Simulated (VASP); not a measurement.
# TaN (P6_3/mmc) in VASP: notebook

Runs on TaN. Level: PBE. Tasks: single point.

All numbers are computed with VASP 6.6.1; they aren't measurements. Logs are shortened: lines on timing, memory, paths and dates and some standing lists are left out, and cuts for length are marked.

## (1) The cell of the first run

Symmetry: P6_3/mmc, No. 194, hexagonal system. Conventional cell: a = 3.048 Å, b = 3.048 Å, c = 4.918 Å, α = 90.00°, β = 90.00°, γ = 120.00°. Ta (site symmetry -3m) has 6 N at 2.15 Å and 2 Ta at 2.46 Å within 2.8 Å. N (site symmetry -6m2) has 6 Ta at 2.15 Å within 2.8 Å.

## (2) Single point, PBE, collinear spin

INCAR

```
SYSTEM = TaN
ALGO = Normal
EDIFF = 1E-6
ENCUT = 520
GGA = PE
ISIF = 2
ISMEAR = -1
ISPIN = 2
LASPH = .TRUE.
LCHARG = .TRUE.
LELF = .TRUE.
LMAXMIX = 4
LORBIT = 11
LREAL = .FALSE.
LVHAR = .TRUE.
LWAVE = .FALSE.
MAGMOM = 2 2 0 0
NBANDS = 28
NELM = 150
PREC = Accurate
SIGMA = 0.05
```

KPOINTS

```
k-points
0
G
  18 18 10
  0 0 0
```

POSCAR

```
TaN
1.0
    3.0480019786      0.0000000000      0.0000000000
   -1.5240009893      2.6396471442      0.0000000000
    0.0000000000      0.0000000000      4.9180000000
Ta N
2 2
Direct
    0.0000000000      0.0000000000      0.0000000000
    0.0000000000      0.0000000000      0.5000000000
    0.3333333333      0.6666666667      0.2500000000
    0.6666666667      0.3333333333      0.7500000000
```

Potentials or basis: VASP PAW PBE potentials, release 64 (Ta_pv, N).

Started as:

```bash
> cat potpaw_PBE.64/Ta_pv/POTCAR potpaw_PBE.64/N/POTCAR > POTCAR
> mpirun -np 1 vasp_std > vasp.out
```

OUTCAR:

```text
SYSTEM = TaN
   EDIFF = 1E-6
   ENCUT = 520
   GGA = PE
   ISIF = 2
   ISMEAR = -1
   ISPIN = 2
   LASPH = .TRUE.
   LORBIT = 11
   LREAL = .FALSE.
   NELM = 150
   PREC = Accurate

 ion  position               nearest neighbor table
   1  0.000  0.000  0.000-   3 2.15   4 2.15   3 2.15   4 2.15   4 2.15   3 2.15   2 2.46   2 2.46

   2  0.000  0.000  0.500-   3 2.15   4 2.15   3 2.15   4 2.15   4 2.15   3 2.15   1 2.46   1 2.46

   3  0.333  0.667  0.250-   1 2.15   2 2.15   1 2.15   2 2.15   1 2.15   2 2.15
   4  0.667  0.333  0.750-   1 2.15   2 2.15   1 2.15   2 2.15   1 2.15   2 2.15

  LATTYP: Found a hexagonal cell.
 ALAT       =     3.0480019786
 C/A-ratio  =     1.6135160130

  Lattice vectors:

 A1 = (   3.0480019786,   0.0000000000,   0.0000000000)
 A2 = (  -1.5240009893,   2.6396471442,   0.0000000000)
 A3 = (   0.0000000000,   0.0000000000,   4.9180000000)

Analysis of symmetry for initial positions (statically):
=====================================================================
 Subroutine PRICEL returns:
 Original cell was already a primitive cell.

 Routine SETGRP: Setting up the symmetry group for a
 hexagonal supercell.

 Subroutine GETGRP returns: Found 24 space group operations
 (whereof 12 operations were pure point group operations)
 out of a pool of 24 trial point group operations.

The static configuration has the point symmetry D_3d.
 The point group associated with its full space group is D_6h.

Analysis of symmetry for dynamics (positions and initial velocities):
=====================================================================
 Subroutine PRICEL returns:
 Original cell was already a primitive cell.

 Routine SETGRP: Setting up the symmetry group for a
 hexagonal supercell.

 Subroutine GETGRP returns: Found 24 space group operations
 (whereof 12 operations were pure point group operations)
 out of a pool of 24 trial point group operations.

The dynamic configuration has the point symmetry D_3d.
 The point group associated with its full space group is D_6h.

Analysis of structural, dynamic, and magnetic symmetry:
=====================================================================
 Subroutine PRICEL returns:
 Original cell was already a primitive cell.

 Routine SETGRP: Setting up the symmetry group for a
 hexagonal supercell.

 Subroutine GETGRP returns: Found 24 space group operations
 (whereof 12 operations were pure point group operations)
 out of a pool of 24 trial point group operations.

[... 131 lines left out ...]
   LHFCALC =     F    Hartree Fock is set to
   AEXX    =    0.0000 exact exchange contribution
   IVDW    =     0    specifies the selected vdW correction
   LEPSILON=     F    determine dielectric tensor
   LRPA    =     F    only Hartree local field effects (RPA)
 spin polarized calculation
  energy-cutoff  :      520.00
  volume of cell :       39.57
 maximum number of plane-waves:      1093
 NGX is ok and might be reduce to    24
   NGX = 11   NGY = 11   NGZ = 19

 number of electron      32.0000002 magnetization       0.0037298

 number of electron      32.0000002 magnetization      -0.0003787

 Free energy of the ion-electron system (eV)
  ---------------------------------------------------
  ext. energy  EPLUGINS =         0.00000000
  ---------------------------------------------------
  free energy    TOTEN  =       -41.30333534 eV

  energy without entropy =      -41.28530953  energy(sigma->0) =      -41.29432244

 E-fermi :   9.9005     XC(G=0): -13.7471

 val. band max:        9.8945633174   @ k =   0.3889   0.0556   0.2000
 cond. band min:       9.9033201175   @ k =   0.3333   0.2222   0.2000
 fundamental gap:      0.0087568002
 Fermi energy:         9.9005122755

 spin component 1

 k-point     1 :       0.0000    0.0000    0.0000
  band No.  band energies     occupation
      1     -27.2827      1.00000
      2     -25.4332      1.00000
      3     -25.4332      1.00000
      4     -25.0575      1.00000
      5     -25.0575      1.00000
      6     -24.2442      1.00000
[... 733 lines left out ...]
     27      21.5003      0.00000
     28      23.1450      0.00000

 [... further k-points ...]

 spin component 2

 k-point     1 :       0.0000    0.0000    0.0000
  band No.  band energies     occupation
      1     -27.2827      1.00000
      2     -25.4332      1.00000
      3     -25.4332      1.00000
      4     -25.0575      1.00000
      5     -25.0575      1.00000
      6     -24.2442      1.00000
[... 733 lines left out ...]
     27      21.5002      0.00000
     28      23.2090      0.00000

 [... further k-points ...]

------------------------ aborting loop because EDIFF is reached ----------------------------------------

  FORCE on cell =-STRESS in cart. coord.  units (eV):
  Direction    XX          YY          ZZ          XY          YZ          ZX
  --------------------------------------------------------------------------------------
  -------------------------------------------------------------------------------------
  Total        7.9278082      7.9278082     29.3094440     -0.0000000      0.0000000      0.0000000
  in kB      321.0066827    321.0066827   1186.7753485     -0.0000000      0.0000000      0.0000000
  external PRESSURE =     609.5962380 kB  Pullay stress =       0.0000000 kB

 VOLUME and BASIS-vectors are now :
 -----------------------------------------------------------------------------
  energy-cutoff  :      520.00
  volume of cell :       39.57
      direct lattice vectors                 reciprocal lattice vectors
     3.048001979  0.000000000  0.000000000     0.328083777  0.189419257  0.000000000
    -1.524000989  2.639647144  0.000000000     0.000000000  0.378838513  0.000000000
     0.000000000  0.000000000  4.918000000     0.000000000  0.000000000  0.203334689

 POSITION                                       TOTAL-FORCE (eV/Angst)
 -----------------------------------------------------------------------------------
      0.00000      0.00000      0.00000        -0.000000      0.000000      0.000000
      0.00000      0.00000      2.45900        -0.000000      0.000000      0.000000
     -0.00000      1.75976      1.22950        -0.000000      0.000000      0.000000
      1.52400      0.87988      3.68850         0.000000      0.000000     -0.000000
 -----------------------------------------------------------------------------------
    total drift:                               -0.000000      0.000000      0.000000

  FREE ENERGIE OF THE ION-ELECTRON SYSTEM (eV)
  ---------------------------------------------------
  free  energy   TOTEN  =       -41.3033353436 eV

  energy  without entropy=      -41.2853095295  energy(sigma->0) =      -41.29432244

 total charge

# of ion       s       p       d       tot
------------------------------------------
    1        0.331   6.297   2.722   9.350
    2        0.331   6.297   2.722   9.350
    3        1.239   2.588   0.000   3.827
    4        1.239   2.588   0.000   3.827
--------------------------------------------------
tot          3.140  17.768   5.444  26.352

 magnetization (x)

# of ion       s       p       d       tot
------------------------------------------
    1       -0.000  -0.000  -0.000  -0.000
    2       -0.000  -0.000  -0.000  -0.000
    3        0.000   0.000   0.000   0.000
    4        0.000   0.000   0.000   0.000
--------------------------------------------------
tot          0.000  -0.000  -0.000  -0.000
```

stdout:

```text
POSCAR found type information on POSCAR TaN
 POSCAR found :  2 types and       4 ions
 scaLAPACK will be used
 LDA part: xc-table for (Slater+PW92), standard interpolation
 POSCAR, INCAR and KPOINTS ok, starting setup
 FFT: planning ... GRIDC
 FFT: planning ... GRID_SOFT
 FFT: planning ... GRID
 WAVECAR not read
 entering main loop
```

It took 2.5 min on 1 thread of Intel Xeon 6975P-C (Granite Rapids), shared host; peak memory 0.44 GiB.

Results:

| Property | Result |
| --- | --- |
| Free energy | -41.3033 eV |
| Pressure | 61.0 GPa |
| Band gap on the k mesh | zero (filled and empty bands overlap) |
| Net moment | 0.00 μB per cell |
| Valence electrons inside the program's atomic spheres | Ta 9.35; N 3.83 |

Stress tensor (GPa, compression positive):
```
 32.10   0.00   0.00
  0.00  32.10   0.00
  0.00   0.00 118.68
```

Levels at points of the mesh, in eV from the Fermi level:
Spin up:
```
           k point  band 12  band 13  band 14  band 15  band 16  band 17  band 18  band 19  band 20  band 21
(0.00, 0.00, 0.00)    -5.28    -3.65    -3.65    -3.63    -1.85    -1.85    -0.62    -0.62     2.82     4.39
(0.50, 0.00, 0.00)    -5.76    -5.17    -5.15    -4.39     0.24     1.55     2.41     3.87     4.64     5.21
(0.00, 0.00, 0.50)    -6.39    -6.39    -6.39     0.03     0.03     0.03     0.03     0.04     0.04     4.65
(0.50, 0.00, 0.50)    -6.37    -6.08    -6.08    -1.55    -1.55     3.00     3.00     3.31     3.31     5.48
```
Spin down:
```tsv
k point	band 14	band 15	band 16	band 17	band 18	band 19
(0.00, 0.00, 0.00)	-3.65	-3.63	-1.85	-1.85	-0.62	-0.62
(0.50, 0.00, 0.00)	-5.15	-4.39	0.24	1.55	2.41	3.87
(0.00, 0.00, 0.50)	-6.39	0.03	0.03	0.03	0.03	0.04
(0.50, 0.00, 0.50)	-6.08	-1.55	-1.55	3.00	3.00	3.31
```

Caveat: the cell stands under pressure; spin-orbit coupling is left out, which moves the levels of the heavy elements.

## (3) Single point, PBE, collinear spin (10.49 Å³/atom)

This run uses another cell than the first one, of 10.49 Å³/atom.

INCAR

```
  PREC = Accurate
  ENCUT = 600
  EDIFF = 1E-6
  ISMEAR = -1
  SIGMA = 0.05
  LREAL = F
  LASPH = T
  NELM = 200
  ALGO = Normal
  ISIF = 2
  LWAVE = F
  LCHARG = F
  ISPIN = 2
  MAGMOM = 2 2 0 0
  LORBIT = 11
  LMAXMIX = 4
  GGA = PE
  NBANDS = 28
  GGA_COMPAT = F
```

KPOINTS

```
regular mesh
0
Gamma
  18 18 10
```

POSCAR

```
TaN
1.0
    3.1077819001      0.0000000000      0.0000000000
   -1.5538909501      2.6914180749      0.0000000000
    0.0000000000      0.0000000000      5.0144558607
Ta N
2 2
Direct
    0.0000000000      0.0000000000      0.0000000000
    0.0000000000      0.0000000000      0.5000000000
    0.3333333333      0.6666666667      0.2500000000
    0.6666666667      0.3333333333      0.7500000000
```

Potentials or basis: VASP PAW PBE potentials, release 64 (Ta_pv, N).

Started as:

```bash
> cat potpaw_PBE.64/Ta_pv/POTCAR potpaw_PBE.64/N/POTCAR > POTCAR
> mpirun -np 1 vasp_std > vasp.out
```

Wall time 32 min (1 thread of Intel Xeon 8259CL, shared host); peak memory 0.54 GiB.

The run converged. Its results:

```
Free energy                                           : -41.9929 eV
Pressure                                              : 32.5 GPa
Band gap on the k mesh                                : zero (filled and empty bands overlap)
Net moment                                            : 0.00 μB per cell
Valence electrons inside the program's atomic spheres : Ta 9.19; N 3.76
```

Stress tensor (GPa, compression positive):
```
 8.65  0.00  0.00
 0.00  8.65  0.00
 0.00  0.00 80.17
```

Levels at points of the mesh, in eV from the Fermi level:
Spin up:
| k point | band 14 | band 15 | band 16 | band 17 | band 18 | band 19 |
| --- | --- | --- | --- | --- | --- | --- |
| (0.00, 0.00, 0.00) | -3.50 | -3.49 | -1.70 | -1.70 | -0.56 | -0.56 |
| (0.50, 0.00, 0.00) | -4.87 | -4.28 | 0.23 | 1.41 | 2.22 | 3.58 |
| (0.00, 0.00, 0.50) | -6.05 | -0.05 | -0.05 | 0.03 | 0.03 | 0.03 |
| (0.50, 0.00, 0.50) | -5.86 | -1.52 | -1.52 | 2.75 | 2.75 | 3.05 |
Spin down:
| k point | band 14 | band 15 | band 16 | band 17 | band 18 | band 19 |
| --- | --- | --- | --- | --- | --- | --- |
| (0.00, 0.00, 0.00) | -3.50 | -3.49 | -1.70 | -1.70 | -0.56 | -0.56 |
| (0.50, 0.00, 0.00) | -4.87 | -4.28 | 0.23 | 1.41 | 2.22 | 3.58 |
| (0.00, 0.00, 0.50) | -6.05 | -0.05 | -0.05 | 0.03 | 0.03 | 0.03 |
| (0.50, 0.00, 0.50) | -5.86 | -1.52 | -1.52 | 2.75 | 2.75 | 3.05 |

Caveat: the cell stands under pressure; spin-orbit coupling is left out, which moves the levels of the heavy elements.
